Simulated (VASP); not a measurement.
# Al (Fm-3m) in VASP: further runs

The runs below take Al through single point, relaxation of cell and atoms, with LDA.

Program: VASP 6.6.1. These are calculated values, not measurements. Logs are shortened: lines on timing, memory, paths and dates and some standing lists are left out, and cuts for length are marked.

## Step 1: The cell of the first run

Symmetry: Fm-3m, No. 225, cubic system. Conventional cell: a = 3.986 Å, b = 3.986 Å, c = 3.986 Å, α = 90.00°, β = 90.00°, γ = 90.00°. Within 3.7 Å of Al (site symmetry m-3m) lie 12 Al at 2.82 Å.

## Step 2: Single point, LDA

INCAR

```
SYSTEM = Al
PREC = Accurate
ENCUT = 520
EDIFF = 1E-7
ISMEAR = -1
SIGMA = 0.1
LREAL = .False.
LASPH = .True.
NELM = 60
ALGO = Normal
ISIF = 2
LWAVE = .False.
LCHARG = .True.
LELF = .True.
LVHAR = .True.
NBANDS = 8
```

KPOINTS

```
Automatic mesh
0
Gamma
  11 11 11
  0 0 0
```

POSCAR

```
Al
1.0
    0.0000000000      1.9927915914      1.9927915914
    1.9927915914      0.0000000000      1.9927915914
    1.9927915914      1.9927915914      0.0000000000
Al
1
Direct
    0.0000000000      0.0000000000      0.0000000000
```

Potentials or basis: VASP PAW LDA potentials, release 64 (Al).

The run is started by

```
> cat potpaw_LDA.64/Al/POTCAR > POTCAR
> mpirun -np 1 vasp_std > vasp.out
```

OUTCAR:

```text
SYSTEM = Al
   PREC = Accurate
   ENCUT = 520
   EDIFF = 1E-7
   ISMEAR = -1
   LREAL = .False.
   LASPH = .True.
   NELM = 60
   ISIF = 2

 ion  position               nearest neighbor table
   1  0.000  0.000  0.000-

  LATTYP: Found a face centered cubic cell.
 ALAT       =     3.9855831828

  Lattice vectors:

 A1 = (   0.0000000000,   1.9927915914,   1.9927915914)
 A2 = (   1.9927915914,   0.0000000000,   1.9927915914)
 A3 = (   1.9927915914,   1.9927915914,   0.0000000000)

Analysis of symmetry for initial positions (statically):
=====================================================================
 Subroutine PRICEL returns:
 Original cell was already a primitive cell.

 Routine SETGRP: Setting up the symmetry group for a
 face centered cubic supercell.

 Subroutine GETGRP returns: Found 48 space group operations
 (whereof 48 operations were pure point group operations)
 out of a pool of 48 trial point group operations.

The static configuration has the point symmetry O_h .

Analysis of symmetry for dynamics (positions and initial velocities):
=====================================================================
 Subroutine PRICEL returns:
 Original cell was already a primitive cell.

 Routine SETGRP: Setting up the symmetry group for a
 face centered cubic supercell.

 Subroutine GETGRP returns: Found 48 space group operations
 (whereof 48 operations were pure point group operations)
 out of a pool of 48 trial point group operations.

The dynamic configuration has the point symmetry O_h .

 Subroutine INISYM returns: Found 48 space group operations
 (whereof 48 operations are pure point group operations),
 and found     1 'primitive' translations

----------------------------------------------------------------------------------------

                                     Primitive cell

  volume of cell :      15.8276

  direct lattice vectors                    reciprocal lattice vectors
     0.000000000  1.992791591  1.992791591    -0.250904310  0.250904310  0.250904310
     1.992791591  0.000000000  1.992791591     0.250904310 -0.250904310  0.250904310
     1.992791591  1.992791591  0.000000000     0.250904310  0.250904310 -0.250904310

  length of vectors
     2.818232896  2.818232896  2.818232896     0.434579013  0.434579013  0.434579013

  position of ions in fractional coordinates (direct lattice)
     0.000000000  0.000000000  0.000000000

  ion indices of the primitive-cell ions
   primitive index   ion index
                 1           1

----------------------------------------------------------------------------------------

 KPOINTS: Automatic mesh

Automatic generation of k-mesh.
 Grid dimensions read from file:
 generate k-points for:   11   11   11

 Generating k-lattice:

  Cartesian coordinates                     Fractional coordinates (reciprocal lattice)
    -0.022809483  0.022809483  0.022809483     0.090909091  0.000000000  0.000000000
     0.022809483 -0.022809483  0.022809483     0.000000000  0.090909091  0.000000000
     0.022809483  0.022809483 -0.022809483     0.000000000  0.000000000  0.090909091

  Length of vectors
     0.039507183  0.039507183  0.039507183

  Shift w.r.t. Gamma in fractional coordinates (k-lattice)
     0.000000000  0.000000000  0.000000000

 Subroutine IBZKPT returns following result:
 ===========================================

 Found     56 irreducible k-points:

 Following reciprocal coordinates:
            Coordinates               Weight
  0.000000  0.000000  0.000000      1.000000
  0.090909  0.000000  0.000000      8.000000
  0.181818  0.000000  0.000000      8.000000
  0.272727  0.000000  0.000000      8.000000
  0.363636  0.000000  0.000000      8.000000
  0.454545  0.000000  0.000000      8.000000
[... 16 lines left out ...]
 -0.272727  0.181818  0.000000     24.000000
 -0.181818  0.181818  0.000000     12.000000
 [... further k-points ...]
   k-points           NKPTS =     56   k-points in BZ     NKDIM =     56   number of bands    NBANDS=      8
   number of dos      NEDOS =    301   number of ions     NIONS =      1
   total plane-waves  NPLWV =  13824
   dimension x,y,z NGX =    24 NGY =   24 NGZ =   24
   dimension x,y,z NGXF=    48 NGYF=   48 NGZF=   48
   ions per type =               1
   NGX,Y,Z   is equivalent  to a cutoff of  14.16, 14.16, 14.16 a.u.
   NGXF,Y,Z  is equivalent  to a cutoff of  28.31, 28.31, 28.31 a.u.
 SYSTEM =  Al
   PREC   = accura    normal or accurate (medium, high low for compatibility)
   ISTART =      0    job   : 0-new  1-cont  2-samecut
   ICHARG =      2    charge: 1-file 2-atom 10-const
   ISPIN  =      1    spin polarized calculation?
   LNONCOLLINEAR =      F non collinear calculations
   LSORBIT =      F    spin-orbit coupling
   LASPH  =      T    aspherical Exc in radial PAW
   ENCUT  =  520.0 eV  38.22 Ry    6.18 a.u.   5.24  5.24  5.24*2*pi/ulx,y,z
   NELM   =     60;   NELMIN=  2; NELMDL= -5     # of ELM steps
   EDIFF  = 0.1E-06   stopping-criterion for ELM
   LREAL  =      F    real-space projection
   EDIFFG = 0.1E-05   stopping-criterion for IOM
   NSW    =      0    number of steps for IOM
   IBRION =     -1    ionic relax: 0-MD 1-quasi-New 2-CG
   NFREE  =      0    steps in history (QN), initial steepest desc. (CG)
   ISIF   =      2    stress and relaxation
   ISYM   =      2    0-nonsym 1-usesym 2-fastsym
   POTIM  = 0.5000    time-step for ionic-motion
   TEBEG  =    0.0;   TEEND  =   0.0 temperature during run
   PSTRESS=    0.0 pullay stress
   NELECT =       3.0000    total number of electrons
   NUPDOWN=      -1.0000    fix difference up-down
   EMIN   =  10.00;   EMAX   =-10.00  energy-range for DOS
   EFERMI =   0.00;   METHOD = LEGACY
   ISMEAR =    -1;   SIGMA  =   0.10  broadening in eV -4-tet -1-fermi 0-gaus
   EFERMI_NEDOS =   21; number of points for ismear=-14 and -15
   IALGO  =     38    algorithm
   IMIX   =      4    mixing-type and parameters
     AMIX     =   0.40;   BMIX     =  1.00
     AMIX_MAG =   1.60;   BMIX_MAG =  1.00
  volume/ion in A,a.u.               =      15.83       106.81
  Fermi-wavevector in a.u.,A,eV,Ry     =   0.940394  1.777088 12.032198  0.884342
  Thomas-Fermi vector in A             =   2.067802
   LORBIT       =      0    0 simple, 1 ext, 2 COOP (PROOUT), +10 PAW based schemes
   GGA     = CA    functional components
   LHFCALC =     F    Hartree Fock is set to
   AEXX    =    0.0000 exact exchange contribution
   IVDW    =     0    specifies the selected vdW correction
   LEPSILON=     F    determine dielectric tensor
   LRPA    =     F    only Hartree local field effects (RPA)
 non-spin polarized calculation
  energy-cutoff  :      520.00
  volume of cell :       15.83
 maximum number of plane-waves:       440
 NGX is ok and might be reduce to    24
   NGX = 11   NGY = 11   NGZ = 11

 number of electron       3.0000000 magnetization

 Free energy of the ion-electron system (eV)
  ---------------------------------------------------
  ext. energy  EPLUGINS =         0.00000000
  ---------------------------------------------------
  free energy    TOTEN  =        -4.20629667 eV

  energy without entropy =       -4.19409552  energy(sigma->0) =       -4.20019610

 E-fermi :   8.2468     XC(G=0): -10.4984

 val. band max:        8.2166930204   @ k =  -0.4545   0.3636   0.0000
 cond. band min:       8.2609972784   @ k =   0.4545   0.1818   0.0909
 fundamental gap:      0.0443042581
 Fermi energy:         8.2467639745

 k-point     1 :       0.0000    0.0000    0.0000
  band No.  band energies     occupation
      1      -3.1600      2.00000
      2      21.0278      0.00000
      3      21.0278      0.00000
      4      21.0278      0.00000
      5      22.6716      0.00000
      6      22.6716      0.00000
      7      22.6716      0.00000
      8      25.1467      0.00000

 k-point     2 :       0.0909    0.0000    0.0000
  band No.  band energies     occupation
      1      -2.9297      2.00000
      2      18.1049      0.00000
      3      20.4127      0.00000
      4      20.4127      0.00000
      5      23.3499      0.00000
      6      23.6328      0.00000
      7      23.6328      0.00000
      8      26.8125      0.00000

 k-point     3 :       0.1818    0.0000    0.0000
  band No.  band energies     occupation
      1      -2.2412      2.00000
      2      14.3894      0.00000
      3      19.6856      0.00000
      4      19.6856      0.00000
      5      23.1278      0.00000
      6      24.4294      0.00000
      7      24.4294      0.00000
      8      25.9542      0.00000

 k-point     4 :       0.2727    0.0000    0.0000
  band No.  band energies     occupation
      1      -1.1016      2.00000
      2      10.8898      0.00000
      3      19.2768      0.00000
      4      19.2768      0.00000
      5      22.8430      0.00000
      6      22.8430      0.00000
      7      22.9175      0.00000
      8      27.0564      0.00000

 k-point     5 :       0.3636    0.0000    0.0000
  band No.  band energies     occupation
      1       0.4781      2.00000
      2       7.7158      1.99016
      3      19.2349      0.00000
      4      19.2349      0.00000
      5      21.3894      0.00000
      6      21.3894      0.00000
      7      22.9942      0.00000
      8      25.5310      0.00000

 k-point     6 :       0.4545    0.0000    0.0000
  band No.  band energies     occupation
      1       2.4804      2.00000
      2       4.9121      2.00000
      3      19.5708      0.00000
      4      19.5708      0.00000
      5      20.2918      0.00000
      6      20.2918      0.00000
      7      23.4460      0.00000
      8      24.3103      0.00000

 k-point     7 :       0.0909    0.0909    0.0000
  band No.  band energies     occupation
      1      -2.8530      2.00000
      2      19.1436      0.00000
      3      19.1436      0.00000
      4      19.4090      0.00000
      5      22.0084      0.00000
      6      24.9013      0.00000
      7      24.9940      0.00000
      8      24.9940      0.00000

 k-point     8 :       0.1818    0.0909    0.0000
  band No.  band energies     occupation
      1      -2.3175      2.00000
      2      15.7356      0.00000
      3      18.2080      0.00000
      4      19.5683      0.00000
      5      22.3249      0.00000
      6      22.8653      0.00000
      7      25.4012      0.00000
      8      26.4009      0.00000

 k-point     9 :       0.2727    0.0909    0.0000
  band No.  band energies     occupation
      1      -1.3287      2.00000
      2      12.1889      0.00000
      3      17.6456      0.00000
      4      19.2395      0.00000
      5      20.5807      0.00000
      6      24.4686      0.00000
      7      25.3356      0.00000
      8      25.3831      0.00000

 k-point    10 :       0.3636    0.0909    0.0000
  band No.  band energies     occupation
      1       0.1035      2.00000
      2       8.9165      0.00247
      3      17.4651      0.00000
      4      18.8512      0.00000
      5      19.2036      0.00000
      6      23.9035      0.00000
      7      25.1038      0.00000
      8      26.7818      0.00000
[... 78 lines left out ...]
 k-point    18 :       0.2727    0.1818    0.0000
  band No.  band energies     occupation
      1      -1.1016      2.00000
      2      13.8071      0.00000
      3      16.4109      0.00000
      4      17.6817      0.00000
      5      18.0431      0.00000
      6      21.1318      0.00000
      7      28.0932      0.00000
      8      28.8648      0.00000

 k-point    19 :       0.3636    0.1818    0.0000
  band No.  band energies     occupation
      1       0.1781      2.00000
      2      10.5020      0.00000
      3      16.0768      0.00000
      4      16.0948      0.00000
      5      17.8023      0.00000
      6      23.2653      0.00000
      7      26.7327      0.00000
      8      28.9055      0.00000

 k-point    20 :       0.4545    0.1818    0.0000
  band No.  band energies     occupation
      1       1.8893      2.00000
      2       7.4880      1.99899
      3      14.6487      0.00000
      4      16.1667      0.00000
      5      17.9610      0.00000
      6      25.4871      0.00000
      7      25.8443      0.00000
      8      28.7739      0.00000

 k-point    21 :      -0.4545    0.1818    0.0000
  band No.  band energies     occupation
      1       3.9948      2.00000
      2       4.8540      2.00000
      3      13.6229      0.00000
      4      16.6273      0.00000
      5      18.5011      0.00000
      6      24.5505      0.00000
      7      27.1563      0.00000
      8      29.5421      0.00000

 k-point    22 :      -0.3636    0.1818    0.0000
  band No.  band energies     occupation
      1       2.5540      2.00000
      2       6.5470      2.00000
      3      13.0208      0.00000
      4      17.4777      0.00000
      5      19.4440      0.00000
      6      23.9682      0.00000
      7      26.7247      0.00000
      8      29.6253      0.00000

 k-point    23 :      -0.2727    0.1818    0.0000
  band No.  band energies     occupation
      1       0.7019      2.00000
      2       9.3928      0.00002
      3      12.8872      0.00000
      4      18.7159      0.00000
      5      20.7713      0.00000
      6      23.7289      0.00000
      7      26.2655      0.00000
      8      26.7316      0.00000

 k-point    24 :      -0.1818    0.1818    0.0000
  band No.  band energies     occupation
      1      -0.7238      2.00000
      2      12.1116      0.00000
      3      13.6464      0.00000
      4      20.3284      0.00000
      5      22.4237      0.00000
      6      23.4026      0.00000
      7      24.6226      0.00000
      8      25.6219      0.00000

 [... further k-points ...]

------------------------ aborting loop because EDIFF is reached ----------------------------------------

  FORCE on cell =-STRESS in cart. coord.  units (eV):
  Direction    XX          YY          ZZ          XY          YZ          ZX
  --------------------------------------------------------------------------------------
  -------------------------------------------------------------------------------------
  Total        0.0083685      0.0083685      0.0083685      0.0000000     -0.0000000      0.0000000
  in kB        0.8471187      0.8471187      0.8471187      0.0000000     -0.0000000      0.0000000
  external PRESSURE =       0.8471187 kB  Pullay stress =       0.0000000 kB

 VOLUME and BASIS-vectors are now :
 -----------------------------------------------------------------------------
  energy-cutoff  :      520.00
  volume of cell :       15.83
      direct lattice vectors                 reciprocal lattice vectors
     0.000000000  1.992791591  1.992791591    -0.250904310  0.250904310  0.250904310
     1.992791591  0.000000000  1.992791591     0.250904310 -0.250904310  0.250904310
     1.992791591  1.992791591  0.000000000     0.250904310  0.250904310 -0.250904310

 POSITION                                       TOTAL-FORCE (eV/Angst)
 -----------------------------------------------------------------------------------
      0.00000      0.00000      0.00000         0.000000      0.000000      0.000000
 -----------------------------------------------------------------------------------
    total drift:                               -0.000000      0.000000      0.000000

  FREE ENERGIE OF THE ION-ELECTRON SYSTEM (eV)
  ---------------------------------------------------
  free  energy   TOTEN  =        -4.2062966719 eV

  energy  without entropy=       -4.1940955189  energy(sigma->0) =       -4.20019610
```

Run time: 4.3 s. Hardware: 1 thread of Intel Xeon Platinum 8259CL at 2.50GHz (Skylake/Cascade Lake), shared host; peak memory 0.12 GiB.

What came out:

```
Free energy : -4.2063 eV
Pressure    : 0.1 GPa
```

(Continued in part 2 of 2.)
